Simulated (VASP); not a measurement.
# Ca (Im-3m) in VASP: further runs

Aim: see how the results for Ca move with the level of theory and the settings. Levels: BLYP+D3(BJ), BLYP+D4, BLYP. Tasks: relaxation of cell and atoms, single point.

All numbers are computed with VASP 6.6.1; they aren't measurements. Logs are shortened: lines on timing, memory, paths and dates and some standing lists are left out, and cuts for length are marked.

**1. The cell of the first run**

The structure is cubic, space group Im-3m (No. 229). Conventional cell: a = 4.480 Å, b = 4.480 Å, c = 4.480 Å, α = 90.00°, β = 90.00°, γ = 90.00°. Ca (site symmetry m-3m) has 14 Ca at 3.88 to 4.48 Å within 5.1 Å.

**2. Relaxation of cell and atoms, BLYP+D3(BJ)**

Input file INCAR:

```
SYSTEM = Ca
PREC = Accurate ; ENCUT = 600
EDIFF = 1E-7 ; ISMEAR = -1
SIGMA = 0.05 ; LREAL = .FALSE.
LASPH = .TRUE. ; NELM = 100
ALGO = Normal ; ISIF = 3
LWAVE = .FALSE. ; LCHARG = .FALSE.
GGA = B5 ; ALDAX = 1.0
AGGAX = 1.0 ; AGGAC = 1.0
ALDAC = 0.0 ; IVDW = 12
VDW_S6 = 1.0 ; VDW_S8 = 2.6996
VDW_A1 = 0.4298 ; VDW_A2 = 4.2359
IBRION = 2 ; NSW = 80
EDIFFG = -0.02
```

Input file KPOINTS:

```
regular mesh
0
G
  8 8 8
  0 0 0
```

Input file POSCAR:

```
Ca
1.0
   -2.2400000000      2.2400000000      2.2400000000
    2.2400000000     -2.2400000000      2.2400000000
    2.2400000000      2.2400000000     -2.2400000000
Ca
1
Direct
    0.0000000000      0.0000000000      0.0000000000
```

Potentials or basis: VASP PAW PBE potentials, release 64 (Ca_sv).

Run with:

```console
$ cat potpaw_PBE.64/Ca_sv/POTCAR > POTCAR
$ mpirun -np 1 vasp_std > vasp.out
```

OUTCAR:

```text
SYSTEM = Ca
   PREC = Accurate
   ENCUT = 600
   EDIFF = 1E-7
   ISMEAR = -1
   LREAL = .FALSE.
   LASPH = .TRUE.
   NELM = 100
   ISIF = 3
   GGA = B5
   IVDW = 12
   IBRION = 2
   NSW = 80
   EDIFFG = -0.02
 IVDW          = 12

 ion  position               nearest neighbor table
   1  0.000  0.000  0.000-

  LATTYP: Found a body centered cubic cell.
 ALAT       =     4.4800000000

  Lattice vectors:

 A1 = (  -2.2400000000,   2.2400000000,   2.2400000000)
 A2 = (   2.2400000000,  -2.2400000000,   2.2400000000)
 A3 = (   2.2400000000,   2.2400000000,  -2.2400000000)

Analysis of symmetry for initial positions (statically):
=====================================================================
 Subroutine PRICEL returns:
 Original cell was already a primitive cell.

 Routine SETGRP: Setting up the symmetry group for a
 body centered cubic supercell.

 Subroutine GETGRP returns: Found 48 space group operations
 (whereof 48 operations were pure point group operations)
 out of a pool of 48 trial point group operations.

The static configuration has the point symmetry O_h .

Analysis of symmetry for dynamics (positions and initial velocities):
=====================================================================
 Subroutine PRICEL returns:
 Original cell was already a primitive cell.

 Routine SETGRP: Setting up the symmetry group for a
 body centered cubic supercell.

 Subroutine GETGRP returns: Found 48 space group operations
 (whereof 48 operations were pure point group operations)
 out of a pool of 48 trial point group operations.

The dynamic configuration has the point symmetry O_h .

 Subroutine INISYM returns: Found 48 space group operations
 (whereof 48 operations are pure point group operations),
 and found     1 'primitive' translations

----------------------------------------------------------------------------------------

                                     Primitive cell

  volume of cell :      44.9577

  direct lattice vectors                    reciprocal lattice vectors
    -2.240000000  2.240000000  2.240000000     0.000000000  0.223214286  0.223214286
     2.240000000 -2.240000000  2.240000000     0.223214286  0.000000000  0.223214286
     2.240000000  2.240000000 -2.240000000     0.223214286  0.223214286  0.000000000

  length of vectors
     3.879793809  3.879793809  3.879793809     0.315672670  0.315672670  0.315672670

  position of ions in fractional coordinates (direct lattice)
     0.000000000  0.000000000  0.000000000

  ion indices of the primitive-cell ions
   primitive index   ion index
                 1           1
[... 62 lines left out ...]
 SYSTEM =  Ca
   PREC   = accura    normal or accurate (medium, high low for compatibility)
   ISTART =      0    job   : 0-new  1-cont  2-samecut
   ICHARG =      2    charge: 1-file 2-atom 10-const
   ISPIN  =      1    spin polarized calculation?
   LNONCOLLINEAR =      F non collinear calculations
   LSORBIT =      F    spin-orbit coupling
   LASPH  =      T    aspherical Exc in radial PAW
   ENCUT  =  600.0 eV  44.10 Ry    6.64 a.u.   7.75  7.75  7.75*2*pi/ulx,y,z
   NELM   =    100;   NELMIN=  2; NELMDL= -5     # of ELM steps
   EDIFF  = 0.1E-06   stopping-criterion for ELM
   LREAL  =      F    real-space projection
   EDIFFG = -.2E-01   stopping-criterion for IOM
   NSW    =     80    number of steps for IOM
   IBRION =      2    ionic relax: 0-MD 1-quasi-New 2-CG
   NFREE  =      1    steps in history (QN), initial steepest desc. (CG)
   ISIF   =      3    stress and relaxation
   ISYM   =      2    0-nonsym 1-usesym 2-fastsym
   POTIM  = 0.5000    time-step for ionic-motion
   TEBEG  =    0.0;   TEEND  =   0.0 temperature during run
   PSTRESS=    0.0 pullay stress
   NELECT =      10.0000    total number of electrons
   NUPDOWN=      -1.0000    fix difference up-down
   EMIN   =  10.00;   EMAX   =-10.00  energy-range for DOS
   EFERMI =   0.00;   METHOD = LEGACY
   ISMEAR =    -1;   SIGMA  =   0.05  broadening in eV -4-tet -1-fermi 0-gaus
   EFERMI_NEDOS =   21; number of points for ismear=-14 and -15
   IALGO  =     38    algorithm
   IMIX   =      4    mixing-type and parameters
     AMIX     =   0.40;   BMIX     =  1.00
     AMIX_MAG =   1.60;   BMIX_MAG =  1.00
  volume/ion in A,a.u.               =      44.96       303.39
  Fermi-wavevector in a.u.,A,eV,Ry     =   0.991913  1.874443 13.386649  0.983891
  Thomas-Fermi vector in A             =   2.123688
   LORBIT       =      0    0 simple, 1 ext, 2 COOP (PROOUT), +10 PAW based schemes
   GGA     = B5    functional components
   LHFCALC =     F    Hartree Fock is set to
   AEXX    =    0.0000 exact exchange contribution
   IVDW    =    12    specifies the selected vdW correction
   LEPSILON=     F    determine dielectric tensor
   LRPA    =     F    only Hartree local field effects (RPA)
 conjugate gradient relaxation of ions
 non-spin polarized calculation
  energy-cutoff  :      600.00
  volume of cell :       44.96
 maximum number of plane-waves:      1509
   NGX = 15   NGY = 15   NGZ = 15

--------------------------------------- Ionic step        1  -------------------------------------------

 number of electron      10.0000000 magnetization

 Free energy of the ion-electron system (eV)
  ---------------------------------------------------
  ext. energy  EPLUGINS =         0.00000000
  ---------------------------------------------------
  free energy    TOTEN  =        -1.22552097 eV

  energy without entropy =       -1.21258196  energy(sigma->0) =       -1.21905147

------------------------ aborting loop because EDIFF is reached ----------------------------------------

 Edisp (eV)   -0.53288

 E8    (eV) :    -0.4194
[... 110 lines left out ...]
--------------------------------------- Ionic step        4  -------------------------------------------

 number of electron      10.0000000 magnetization

 Free energy of the ion-electron system (eV)
  ---------------------------------------------------
  ext. energy  EPLUGINS =         0.00000000
  ---------------------------------------------------
  free energy    TOTEN  =        -1.19335724 eV

  energy without entropy =       -1.18513149  energy(sigma->0) =       -1.18924436

 E-fermi :   2.9569     XC(G=0):  -7.7178

 val. band max:        2.9272493951   @ k =   0.5000   0.5000   0.3750
 cond. band min:       2.9754470198   @ k =   0.5000   0.5000   0.2500
 fundamental gap:      0.0481976246
 Fermi energy:         2.9568778799

 k-point     1 :       0.0000    0.0000    0.0000
  band No.  band energies     occupation
      1     -38.7439      2.00000
      2     -19.7559      2.00000
      3     -19.7559      2.00000
      4     -19.7559      2.00000
      5      -1.2379      2.00000
      6       5.3049      0.00000
      7       5.3049      0.00000
      8       5.3049      0.00000
      9       6.4578      0.00000
[... 265 lines left out ...]
 k-point    24 :      -0.3750    0.3750    0.2500
  band No.  band energies     occupation
      1     -38.7093      2.00000
      2     -19.9233      2.00000
      3     -19.8610      2.00000
      4     -19.8391      2.00000
      5       2.0099      2.00000
      6       3.5951      0.00001
      7       5.2229      0.00000
      8       5.4446      0.00000
      9       6.6939      0.00000

 [... further k-points ...]

------------------------ aborting loop because EDIFF is reached ----------------------------------------

 Edisp (eV)   -0.63958

 E8    (eV) :    -0.5014
[... 24 lines left out ...]
  FREE ENERGIE OF THE ION-ELECTRON SYSTEM (eV)
  ---------------------------------------------------
  free  energy   TOTEN  =        -1.8329355401 eV

  energy  without entropy=       -1.8247097934  energy(sigma->0) =       -1.82882267

 reached required accuracy - stopping structural energy minimisation
```

CONTCAR:

```text
Ca
   1.00000000000000
    -2.0987076056028697    2.0987076056028697    2.0987076056028702
     2.0987076056028697   -2.0987076056028697    2.0987076056028702
     2.0987076056028697    2.0987076056028697   -2.0987076056028702
  Ca
     1
Direct
     1.0000000000000000    0.0000000000000000    1.0000000000000000

  0.00000000E+00  0.00000000E+00  0.00000000E+00
```

Wall time 45 s (1 thread of Intel Xeon 6975P-C (Granite Rapids), shared host); peak memory 0.19 GiB.

What came out:

* Free energy: -1.8329 eV
* Relaxed volume: 36.98 Å³/atom
* Relaxed cell: a = 3.635 Å, b = 3.635 Å, c = 3.635 Å, α = 109.47°, β = 109.47°, γ = 109.47°
* Space group after relaxing (to 0.05 Å): Im-3m (No. 229)
* Energy gained by relaxing: 74.5 meV/atom
* Ionic steps: 4
* Pressure after relaxing: 0.0 GPa
* Band gap on the k mesh: zero (band 5 reaches 3.36 eV, above the bottom of band 6 at 2.81 eV)
* Dispersion energy per atom: -0.640 eV

Step by step:
| step | energy change (eV) | largest force (eV/Å) | pressure (GPa) | volume (Å³) |
| --- | --- | --- | --- | --- |
| 1 | 0.0000 | 0.0000 | -2.61 | 44.96 |
| 2 | -0.0588 | 0.0000 | -1.41 | 40.37 |
| 3 | -0.0744 | 0.0000 | -0.15 | 37.30 |
| 4 | -0.0745 | 0.0000 | 0.02 | 36.98 |

Final structure:
```yaml
crystal:
  lattice:
    - [-2.09871, 2.09871, 2.09871]
    - [2.09871, -2.09871, 2.09871]
    - [2.09871, 2.09871, -2.09871]
  atoms:
    - { symbol: Ca, position: [0.00000, 0.00000, 0.00000] }
```

Caveat: the volume moved by over 15 % at a fixed basis, so the end points are rough; the PAW data sets were made with another functional, which shifts forces and pressure a little; the volume moved by -18 % from the deposited cell, more than functionals usually miss; pairwise dispersion overbinds metals, which lowers pressure and volume.

(Part 1 of 2 ends here.)
